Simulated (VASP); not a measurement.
Wanted: the native input for a VASP 6.6.1 run.

- Task: single point
- Functional: PBEsol
- Potentials or basis: VASP PAW PBE potentials, release 64 (S)
- Cutoff: 520 eV
- k mesh: 6 × 6 × 4
- Occupations: gaussian, width 0.1 eV
- Spin: no spin polarisation
- Dipole correction: no
- Further INCAR settings: ALGO = Normal; EDIFF = 1e-07; NBANDS = 13

The structure of S lies in POSCAR:

```
S
1.0
    3.1702216425      0.0000000000      0.0000000000
   -1.5851108212      2.7454924780      0.0000000000
    0.0000000000      0.0000000000      3.5775680439
S
2
Direct
    0.3333333333      0.6666666667      0.2500000000
    0.6666666667      0.3333333333      0.7500000000
```

These files were run (other wordings do the same):

INCAR

```
SYSTEM = S
PREC = Accurate
ENCUT = 520
EDIFF = 1E-7
ISMEAR = 0
SIGMA = 0.1
LREAL = .FALSE.
LASPH = .TRUE.
NELM = 100
ALGO = Normal
ISIF = 2
LWAVE = .FALSE.
LCHARG = .FALSE.
GGA = PS
NBANDS = 13
```

KPOINTS

```
Automatic mesh
0
G
  6 6 4
  0 0 0
```

Potentials or basis: VASP PAW PBE potentials, release 64 (S).

Command:

```bash
$ cat potpaw_PBE.64/S/POTCAR > POTCAR
$ mpirun -np 1 vasp_std > vasp.out
```

Results of the run:

- Pressure: 0.0 GPa
- Band gap on the k mesh: zero (band 6 reaches 9.23 eV, above the bottom of band 7 at 6.25 eV)

Caveat: the k points lie up to 0.44 Å⁻¹ apart; the PAW data sets were made with another functional, which shifts forces and pressure a little.

It took 5.5 s on 1 thread of Intel(R) Xeon(R) Platinum 8375C CPU @ 2.90GHz (Ice Lake), with other jobs on the host, peak memory 0.13 GiB.
